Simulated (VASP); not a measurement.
A run of VASP 6.6.1 is set up as follows.

Contents of POSCAR:

```
MgO
1.0
    3.4841042127      0.0000000000      0.0000000000
   -1.7420521064      3.0173227576      0.0000000000
    0.0000000000      0.0000000000      4.1856875957
Mg O
2 2
Direct
    0.6666666667      0.3333333333      0.7500000000
    0.3333333333      0.6666666667      0.2500000000
    0.7095555231      0.2161587985      0.2500000000
    0.3333333333      0.6666666667      0.7500000000
```

INCAR.step1

```
  ALGO = Normal
  EDIFF = 1E-4
  ENCUT = 520
  GGA = PE
  ISMEAR = 0
  LASPH = True
  LCHARG = False
  LREAL = False
  LWAVE = True
  NBANDS = 16
  NELM = 60
  PREC = Accurate
  SIGMA = 0.05
```

File INCAR.step2:

```
  ALGO = Normal
  EDIFF = 1E-6
  ENCUT = 520
  ISIF = 2
  ISMEAR = 0
  ISTART = 1
  LASPH = True
  LCHARG = False
  LMIXTAU = True
  LREAL = False
  LWAVE = False
  METAGGA = R2SCAN
  NBANDS = 16
  NELM = 60
  PREC = Accurate
  SIGMA = 0.05
```

KPOINTS

```
k-points
0
Gamma
  6 6 6
```

Potentials or basis: VASP PAW PBE potentials, release 64 (Mg, O).

Run with:

```sh
$ cat potpaw_PBE.64/Mg/POTCAR potpaw_PBE.64/O/POTCAR > POTCAR
$ cp INCAR.step1 INCAR
$ mpirun -np 1 vasp_std > vasp.out
$ cp INCAR.step2 INCAR
$ mpirun -np 1 vasp_std > vasp.out
```

Estimate the band gap on the k mesh.

3.59 eV.

Estimate the pressure.

8.7 GPa.

Forces in eV/Å, atoms in the order of the input:
```
Mg   0.659 -0.631  0.000
Mg  -0.365 -4.499  0.000
O   -0.551  5.778  0.000
O    0.257 -0.649  0.000
```

Caveat: the cell differs from its parent crystal (atom 3 (O) moved +0.500 Å along Cartesian [1 -1 0]); the cell stands under pressure; the PAW data sets were made with another functional, which shifts forces and pressure a little.
